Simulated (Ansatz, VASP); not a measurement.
One calculation of Lu4SiF, two programs

```
Lu Si F
1.0
     4.56493    0.00000    0.00000
     0.00000    4.56493    0.00000
     0.00000    0.00000    6.92060
Lu Si F
4 1 1
Direct
  0.00000 0.50000 0.24869
  0.50000 0.00000 0.24869
  0.00000 0.50000 0.75131
  0.50000 0.00000 0.75131
  0.00000 0.00000 0.00000
  0.00000 0.00000 0.50000
```

Alike in both runs: task relaxation of cell and atoms; functional PBE; k mesh 4 × 4 × 4; occupations gaussian, width 0.1 eV; no spin polarisation.

```csv
,VASP,Ansatz
version,VASP 6.6.1,Ansatz 0.2.0
potentials or method,"VASP PAW PBE potentials, release 64 (Lu, Si, F), cutoff 600 eV","scalar-relativistic, plane waves, PAW"
valence electrons in the cell,111,111
```

|  | VASP | Ansatz | Ansatz less VASP |
| --- | --- | --- | --- |
| gap on the k mesh at the Fermi level, each at its own relaxed structure (eV) | none | none | - |
| relaxed volume (Å³/atom) | 24.28 | 24.22 | -0.055 |
| relaxed length of the cell vector where the two differ most in proportion (Å) | 4.587 | 4.581 | -0.0053 |

A gap of «none» marks a metal or a gap that the smearing closes.

Neither program's run includes spin-orbit coupling.
